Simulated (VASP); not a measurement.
The system is TiTe2.

```
Ti Te
1.0
     2.22562    1.28496    6.65041
    -2.22562    1.28496    6.65041
     0.00000   -2.56992    6.65041
Ti Te
1 2
Direct
  0.00000 0.00000 0.00000
  0.24268 0.24268 0.24268
  0.75732 0.75732 0.75732
```

| Quantity | Value |
| --- | --- |
| Program | VASP 6.6.1 |
| Task | relaxation of cell and atoms |
| Functional | PBE |
| Dispersion | D3(BJ) |
| Potentials or basis | VASP PAW PBE potentials, release 64 (Ti_sv, Te) |
| Cutoff | 600 eV |
| k mesh | 6 × 6 × 6 |
| Occupations | fermi-dirac, width 0.02 eV |
| Spin | no spin polarisation |

At the start: pressure -11.6 GPa; volume 38.04 Å³/atom.

**Question.** Where does the relaxation end?

**Answer.** Over 14 steps the energy falls by 704.3 meV/atom and the volume is 26.08 Å³/atom (-31.4 %); space group R-3m (No. 166, to 0.1 Å) before and after.

Step by step:
| step | energy change (eV) | largest force (eV/Å) | pressure (GPa) | volume (Å³) |
| --- | --- | --- | --- | --- |
| 1 | 0.0000 | 1.6587 | -11.56 | 114.11 |
| 2 | -1.8360 | 0.9599 | 5.60 | 74.47 |
| 3 | -1.9174 | 0.2734 | 0.18 | 79.42 |
| 4 | -2.0502 | 0.1509 | 0.30 | 78.34 |
| 5 | -2.1059 | 0.0216 | 0.72 | 77.13 |
| 6 | -2.1087 | 0.0104 | 0.78 | 76.78 |
| 7 | -2.1089 | 0.0113 | 0.82 | 76.62 |
| 8 | -2.1088 | 0.1862 | -0.79 | 78.42 |
| 9 | -2.1111 | 0.0884 | 0.00 | 77.50 |
| 10 | -2.1119 | 0.0658 | 0.01 | 77.67 |
| 11 | -2.1130 | 0.0005 | 0.05 | 78.17 |
| 12 | -2.1130 | 0.0064 | 0.05 | 78.21 |
| 13 | -2.1129 | 0.0119 | -0.11 | 78.40 |
| 14 | -2.1130 | 0.0020 | 0.00 | 78.25 |

Final structure:
```
Ti Te
1.0
     1.84569    1.06561    6.63115
    -1.84569    1.06561    6.63115
     0.00000   -2.13122    6.63115
Ti Te
1 2
Direct
  0.00000 0.00000 0.00000
  0.24584 0.24584 0.24584
  0.75416 0.75416 0.75416
```

Caveat: the volume moved by over 15 % at a fixed basis, so the end points are rough.
